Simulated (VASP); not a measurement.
## C: single point with r2SCAN

C:

```
C
1.0
     1.24485    0.71871    3.25715
    -1.24485    0.71871    3.25715
     0.00000   -1.43743    3.25715
C
2
Direct
  0.16400 0.16400 0.16400
  0.83600 0.83600 0.83600
```

This cell differs from its parent crystal: ratio of the length along z to the lengths across it x 0.96, volume and fractional coordinates fixed.

- Program: VASP 6.6.1
- Task: single point
- Functional: r2SCAN
- Potentials or basis: VASP PAW PBE potentials, release 64 (C)
- Cutoff: 520 eV
- k mesh: 12 × 12 × 12
- Occupations: gaussian, width 0.05 eV
- Spin: no spin polarisation

```yaml
Pressure: -10.1 GPa
Largest_force: 0.861 eV/Å
Band_gap_on_the_k_mesh: 0.93 eV, direct
```

Forces in eV/Å, atoms in the order of the input:
```
C    0.000  0.000  0.861
C    0.000  0.000 -0.861
```

Stress tensor (GPa, compression positive):
```
-16.22   0.00   0.00
  0.00 -16.22   0.00
  0.00   0.00   2.26
```

Levels at points of the mesh, in eV from the valence-band top:
```tsv
k point	band 1	band 2	band 3	band 4	band 5	band 6	band 7	band 8
(0.00, 0.00, 0.00)	-20.20	-6.06	-2.69	-2.69	5.31	8.98	8.98	12.36
(0.50, 0.00, 0.00)	-14.75	-13.37	-6.15	-1.45	2.48	8.10	13.39	13.60
(0.50, 0.50, 0.00)	-14.59	-13.26	-6.23	-2.46	1.91	7.59	14.18	17.09
(0.50, 0.50, 0.50)	-19.82	-8.44	-2.72	-2.72	8.92	8.92	12.48	12.52
```

Wall time 5.7 min on 1 thread of Intel(R) Xeon(R) Platinum 8175M CPU @ 2.50GHz (Skylake/Cascade Lake), with other jobs on the host, peak memory 0.17 GiB.

Caveat: the PAW data sets were made with another functional, which shifts forces and pressure a little. A k mesh can miss the band edges.
